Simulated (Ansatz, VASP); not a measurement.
**Ti in VASP and in Ansatz**

Contents of INCAR:

```
SYSTEM = Ti
PREC = Accurate
ENCUT = 520
EDIFF = 1E-8
ISMEAR = -1
SIGMA = 0.08
LREAL = .FALSE.
LASPH = .TRUE.
NELM = 80
ALGO = Normal
ISIF = 2
LWAVE = .FALSE.
LCHARG = .FALSE.
GGA = PE
LEFG = .TRUE.
NBANDS = 19
```

The input KPOINTS:

```
regular mesh
0
G
  13 13 7
  0 0 0
```

Contents of POSCAR:

```
Ti
1.0
    2.9101281370      0.0000000000      0.0000000000
   -1.4550640685      2.5202448949      0.0000000000
    0.0000000000      0.0000000000      4.6226679121
Ti
2
Direct
    0.3333333333      0.6666666667      0.2500000000
    0.6666666667      0.3333333333      0.7500000000
```

Input for Ansatz:

```yaml
crystal:
  lattice:
    - [2.910128137, 0.0, 0.0]
    - [-1.4550640685, 2.5202448949, 0.0]
    - [0.0, 0.0, 4.6226679121]
  atoms:
    - { symbol: Ti, position: [0.3333333333, 0.6666666667, 0.25] }
    - { symbol: Ti, position: [0.6666666667, 0.3333333333, 0.75] }
kpoints:
  mp_grid: { grid: [13, 13, 7] }
scf:
  occupations: { method: fermi_dirac, width: 0.08 }
hamiltonian:
  xc: pbe
  pseudopotentials: { kind: all_electron, datasets: crystal }
output:
  forces: true
  stress: true
  eigenvalues: true
  efg: { contact_densities: true }
```

Change from the starting cell: volume scaled by 0.96, crystal datasets.

Alike in both runs: task electric field gradients; functional PBE; k mesh 13 × 13 × 7; occupations fermi-dirac, width 0.08 eV; no spin polarisation.

```csv
,VASP,Ansatz
version,VASP 6.6.1,Ansatz 0.2.0
potentials or method,"VASP PAW PBE potentials, release 64 (Ti_sv), cutoff 520 eV","all-electron PAW with datasets made for the crystal, scalar-relativistic"
```

|  | VASP | Ansatz | Ansatz less VASP |
| --- | --- | --- | --- |
| pressure (GPa) | 2.8 | 3.1 | +0.32 |
| traceless stress, the component that is largest in VASP (GPa) | -0.19 | -0.19 | -0.001 |
| size of Vzz on the site where it differs most (V/Å²) | 18.1 | 19.7 | +1.58 |

Ansatz ran all-electron here, and VASP with PAW potentials.
